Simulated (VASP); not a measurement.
Input of a VASP 6.6.1 run:

The input INCAR:

```
SYSTEM = CdSe
PREC = Accurate
ENCUT = 500
EDIFF = 1E-6
ISMEAR = -1
SIGMA = 0.1
LREAL = .False.
LASPH = .True.
NELM = 120
ALGO = Normal
ISIF = 2
LWAVE = .False.
LCHARG = .False.
GGA = CA
NBANDS = 16
GGA_COMPAT = .False.
```

File KPOINTS:

```
regular mesh
0
Gamma
  6 6 6
  0 0 0
```

The input POSCAR:

```
CdSe
1.0
    0.0000000000      2.8992825383      2.8992825383
    2.8992825383      0.0000000000      2.8992825383
    2.8992825383      2.8992825383      0.0000000000
Cd Se
1 1
Direct
    0.0000000000      0.0000000000      0.0000000000
    0.5000000000      0.5000000000      0.5000000000
```

Potentials or basis: VASP PAW LDA potentials, release 64 (Cd, Se).

Run with:

```bash
$ cat potpaw_LDA.64/Cd/POTCAR potpaw_LDA.64/Se/POTCAR > POTCAR
$ mpirun -np 1 vasp_std > vasp.out
```

Q: What does it give for the band gap on the k mesh?

A: Zero (band 9 reaches 1.90 eV, above the bottom of band 10 at 1.29 eV).

Q: Predict the pressure.

A: -6.7 GPa.
